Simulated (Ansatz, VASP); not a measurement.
## Mg in VASP and in Ansatz

```
Mg
1.0
    -1.45654    1.45654    1.45654
     1.45654   -1.45654    1.45654
     1.45654    1.45654   -1.45654
Mg
1
Cartesian
  0.0000 0.0000 0.0000
```

Change from the starting cell: volume scaled by 0.96.

Alike in both runs: task single point; functional LDA; k mesh 19 × 19 × 19; occupations fermi-dirac, width 0.03 eV; no spin polarisation.

|  | VASP | Ansatz |
| --- | --- | --- |
| version | VASP 6.6.1 | Ansatz 0.2.0 |
| potentials or method | VASP PAW LDA potentials, release 64 (Mg), cutoff 520 eV | all-electron LAPW, scalar-relativistic |

|  | VASP | Ansatz | Ansatz less VASP |
| --- | --- | --- | --- |
| pressure (GPa) | 65.4 | 64.9 | -0.57 |

LDA's correlation is that of Perdew and Zunger in VASP and of Perdew and Wang (1992) in Ansatz. Both programs put the cell under a high pressure, so it lies far from rest at this level. Ansatz ran all-electron here, and VASP with PAW potentials.

Noted on VASP's run: the cell as given lies far from equilibrium.
